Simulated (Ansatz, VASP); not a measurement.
## Zr in VASP and in Ansatz

```
Zr
1.0
     3.04082    0.00000    0.00000
    -1.52041    2.63343    0.00000
     0.00000    0.00000    9.99526
Zr
4
Cartesian
  -1.5204 2.6334 0.0000
  -1.5204 2.6334 4.9976
  0.0000 1.7556 2.4988
  1.5204 0.8778 7.4964
```

Alike in both runs: task single point; functional LDA; k mesh 13 × 13 × 4; occupations fermi-dirac, width 0.1 eV; no spin polarisation.

|  | VASP | Ansatz |
| --- | --- | --- |
| version | VASP 6.6.1 | Ansatz 0.2.0 |
| potentials or method | VASP PAW LDA potentials, release 64 (Zr_sv), cutoff 520 eV | plane waves (420 eV) with PAW, scalar-relativistic |
| valence electrons in the cell | 48 | 48 |

```tsv
	VASP	Ansatz	Ansatz less VASP
pressure (GPa)	9.8	9.7	-0.13
traceless stress, the component that is largest in VASP (GPa)	0.79	0.75	-0.040
```

Ansatz warns that its potentials were made for another functional, while VASP's fit it. LDA's correlation is that of Perdew and Zunger in VASP and of Perdew and Wang (1992) in Ansatz.
